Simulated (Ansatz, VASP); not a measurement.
## Two plane-wave programs on LiH2

```
Li H
1.0
     1.19086    0.68755    4.61084
    -1.19086    0.68755    4.61084
     0.00000   -1.37509    4.61084
Li H
1 2
Direct
  0.00000 0.00000 0.00000
  0.74840 0.74840 0.74840
  0.58490 0.58490 0.58490
```

Alike in both runs: task relaxation of cell and atoms; functional PBE; k mesh 12 × 12 × 12; occupations gaussian, width 0.1 eV; no spin polarisation.

```csv
,VASP,Ansatz
version,VASP 6.6.1,Ansatz 0.2.0
potentials or method,"VASP PAW PBE potentials, release 64 (Li_sv, H), cutoff 600 eV","scalar-relativistic, plane waves, PAW"
valence electrons in the cell,5,5
```

|  | VASP | Ansatz | Ansatz less VASP |
| --- | --- | --- | --- |
| gap on the k mesh at the Fermi level, each at its own relaxed structure (eV) | none | none | - |
| relaxed volume (Å³/atom) | 6.94 | 7.64 | +0.700 |
| relaxed cell length with the largest relative difference (Å) | 3.132 | 3.185 | +0.0530 |

A gap of «none» marks a metal or a gap that the smearing closes. One of these differences is far larger than is usual between the two programs; its cause wasn't traced.

Noted on VASP's run: the cutoff is short for stress, so the pressure is rough.
